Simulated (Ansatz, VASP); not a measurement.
# Two plane-wave programs on Co

```
CELL_PARAMETERS angstrom
-1.38295 1.38295 1.38295
1.38295 -1.38295 1.38295
1.38295 1.38295 -1.38295
ATOMIC_POSITIONS crystal
Co 0.00000 0.00000 0.00000
```

Alike in both runs: functional PBE; k mesh 16 × 16 × 16; occupations fermi-dirac, width 0.1 eV; no spin polarisation.

Ansatz relaxed the structure, and its values are those at the end. VASP's run is a single point on that final structure, the one shown.

```csv
,VASP,Ansatz
version,VASP 6.6.1,Ansatz 0.2.0
potentials or method,"VASP PAW PBE potentials, release 64 (Co), cutoff 520 eV","plane waves (420 eV) with PAW, scalar-relativistic"
valence electrons in the cell,9,17
```

Ansatz gave:

| Quantity | Value |
| --- | --- |
| pressure (GPa) | 0.0 |

**Question.** Estimate VASP's values.

**Answer.** Pressure (GPa): -0.7.

With one functional, cell and mesh, what is left measures potentials, basis and numerics. VASP's potentials hold 9 valence electrons a cell and Ansatz's 17, so a difference there can come from the potentials and not from the codes.
